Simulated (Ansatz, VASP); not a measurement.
Cu: VASP beside Ansatz

```
CELL_PARAMETERS angstrom
0.00000 1.75327 1.75327
1.75327 0.00000 1.75327
1.75327 1.75327 0.00000
ATOMIC_POSITIONS crystal
Cu 0.00000 0.00000 0.00000
```

Change from the starting cell: strain -0.030 along x and y, -0.030 along z, atoms carried along.

Alike in both runs: task single point; functional PBEsol; k mesh 22 × 22 × 22; occupations gaussian, width 0.15 eV; no spin polarisation.

|  | VASP | Ansatz |
| --- | --- | --- |
| version | VASP 6.6.1 | Ansatz 0.2.0 |
| potentials or method | VASP PAW PBE potentials, release 64 (Cu), cutoff 520 eV | scalar-relativistic, plane waves, PAW |
| valence electrons in the cell | 11 | 19 |

VASP gave:

| Item | Value |
| --- | --- |
| gap on the k mesh at the Fermi level (eV) | none |
| pressure (GPa) | 10.0 |

Problem. What did Ansatz give for the same quantities?

Solution. gap on the k mesh at the Fermi level (eV): none; pressure (GPa): 9.2.

VASP's potentials were made for PBE, not for PBEsol. A gap of «none» marks a metal or a gap that the smearing closes. VASP's potentials hold 11 valence electrons a cell and Ansatz's 19, so a difference there can come from the potentials and not from the codes.
